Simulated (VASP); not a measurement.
**P: single point with PBE**

P:

```
P
1.0
     0.00000    4.31274    4.31274
     4.31274    0.00000    4.31274
     4.31274    4.31274    0.00000
P
8
Direct
  0.86572 0.86572 0.86572
  0.86572 0.86572 0.40285
  0.86572 0.40285 0.86572
  0.40285 0.86572 0.86572
  0.13428 0.13428 0.59715
  0.13428 0.13428 0.13428
  0.13428 0.59715 0.13428
  0.59715 0.13428 0.13428
```

The cell was generated, and may not be a known phase.

```yaml
Program: VASP 6.6.1
Task: single point
Functional: PBE
Potentials_or_basis: VASP PAW PBE potentials, release 64 (P)
Cutoff: 500 eV
k_mesh: 8 × 8 × 8
Occupations: gaussian, width 0.1 eV
Spin: no spin polarisation
Dipole_correction: no
Further_INCAR_settings: ALGO = Normal; EDIFF = 1e-06; NBANDS = 30
```

```
Pressure               : -0.2 GPa
Largest force          : 0.059 eV/Å
Band gap on the k mesh : zero (bands 20 and 21 overlap by 1.61 eV)
```

Forces on the atoms (eV/Å):
```
P    0.034  0.034  0.034
P   -0.034 -0.034  0.034
P   -0.034  0.034 -0.034
P    0.034 -0.034 -0.034
P    0.034  0.034 -0.034
P   -0.034 -0.034 -0.034
P    0.034 -0.034  0.034
P   -0.034  0.034  0.034
```

Levels at points of the mesh, in eV from the Fermi level:
```csv
k point,band 17,band 18,band 19,band 20,band 21,band 22,band 23,band 24
"(0.00, 0.00, 0.00)",-2.19,1.20,1.20,1.20,1.51,1.51,1.51,1.53
"(0.50, 0.00, 0.00)",-1.70,-1.70,-1.25,-0.40,-0.40,1.91,1.91,2.29
"(0.50, 0.50, 0.00)",-1.68,-1.68,-0.91,-0.91,0.52,0.93,0.93,1.98
```

Wall time 110 s on 1 thread of AMD EPYC 9R45 96-Core Processor (Zen 5), on a shared host, peak memory 0.31 GiB.

Caveat: this functional lacks dispersion, which holds the molecules together, so the pressure and a relaxed volume are unreliable.
